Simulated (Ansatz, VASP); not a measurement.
## One calculation of Os, two programs

```
Os
1.0
     2.74613    0.00000    0.00000
    -1.37307    2.37822    0.00000
     0.00000    0.00000    4.32631
Os
2
Direct
  0.33333 0.66667 0.25000
  0.66667 0.33333 0.75000
```

Alike in both runs: task single point; functional PBE; dispersion D3(BJ); k mesh 6 × 6 × 4; no spin polarisation.

|  | VASP | Ansatz |
| --- | --- | --- |
| version | VASP 6.6.1 | Ansatz 0.2.0 |
| potentials or method | VASP PAW PBE potentials, release 64 (Os), cutoff 600 eV | scalar-relativistic, plane waves, PAW |
| occupations | methfessel-paxton of order 1, width 0.03 eV | cold, width 0.03 eV |
| valence electrons in the cell | 16 | 32 |

|  | VASP | Ansatz | Ansatz less VASP |
| --- | --- | --- | --- |
| gap on the k mesh at the Fermi level (eV) | none | none | - |
| pressure (GPa) | -2.5 | -2.5 | 0.00 |
| traceless stress, the component that is largest in VASP (GPa) | -4.75 | -4.60 | +0.154 |

A gap of «none» marks a metal or a gap that the smearing closes. VASP's potentials hold 16 valence electrons a cell and Ansatz's 32, so a difference there can come from the potentials and not from the codes.

The k mesh is coarse, so the values compare programs but aren't converged. Neither program's run includes spin-orbit coupling.
